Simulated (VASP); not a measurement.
Ta16H2C: single point with PBE

The system is Ta16H2C, a slab with vacuum.

```xyz
19
Lattice="6.6200 0.0000 0.0000 3.3100 4.6810 0.0000 0.0000 0.0000 18.0216" Properties=species:S:1:pos:R:3 pbc="T T T"
Ta    0.0000    2.3405    1.0000
Ta    3.3100    2.3405    1.0000
Ta    1.6550    4.6810    1.0000
Ta    4.9650    4.6810    1.0000
Ta   -0.0096   -0.0119    3.2596
Ta    3.3085   -0.0183    3.2629
Ta    1.6509    2.3248    3.2575
Ta    4.9540    2.3213    3.2656
Ta    0.0033    2.2850    5.5984
Ta    3.2849    2.2743    5.5776
Ta    1.6515    4.6244    5.5906
Ta    4.9424    4.6100    5.6139
Ta   -0.0730   -0.0878    7.9189
Ta    3.3112   -0.1385    7.9214
Ta    1.6625    2.2291    7.7978
Ta    4.9112    2.2561    7.8881
C     1.6596   -0.6151    9.3218
H     1.2138   -1.1462   10.1855
H     2.3703    0.0938    9.8519
```

| Item | Value |
| --- | --- |
| Program | VASP 6.6.1 |
| Task | single point |
| Functional | PBE |
| Potentials or basis | VASP PAW PBE potentials, release 64 (Ta_pv, C, H) |
| Cutoff | 520 eV |
| k mesh | 3 × 4 × 1 |
| Occupations | gaussian, width 0.05 eV |
| Spin | no spin polarisation |
| Dipole correction | no |
| Further INCAR settings | ALGO = Normal; EDIFF = 1e-06; NBANDS = 106; NELMDL = -8 |

```yaml
Largest_force: 0.121 eV/Å
Band_gap_on_the_k_mesh: zero (bands 91 and 92 overlap by 0.69 eV)
```

Forces on the atoms (eV/Å):
```
Ta   0.014  0.039  0.040
Ta   0.011  0.022  0.076
Ta  -0.029 -0.012 -0.062
Ta  -0.008 -0.107 -0.057
Ta  -0.001 -0.001 -0.005
Ta   0.000 -0.002 -0.003
Ta   0.001  0.000 -0.001
Ta  -0.001 -0.001 -0.006
Ta  -0.003 -0.002  0.006
Ta   0.003 -0.003  0.007
Ta   0.000 -0.004  0.004
Ta   0.000 -0.004  0.004
Ta  -0.020 -0.001 -0.006
Ta   0.020 -0.010 -0.008
Ta   0.001  0.008  0.010
Ta  -0.003 -0.016 -0.014
C   -0.010  0.011  0.006
H   -0.049  0.046  0.039
H    0.073  0.035 -0.028
```

Levels at points of the mesh, in eV from the Fermi level:
```csv
k point,band 89,band 90,band 91,band 92,band 93,band 94
"(0.00, 0.00, 0.00)",0.29,0.34,0.51,0.59,0.65,1.03
"(0.00, 0.50, 0.00)",0.10,0.13,0.13,0.16,0.26,0.36
```

Run time: 45 min on 1 thread of Intel Xeon 8259CL, on a shared host, peak memory 0.86 GiB.

Caveat: spin-orbit coupling is left out, which moves the levels of the heavy elements.
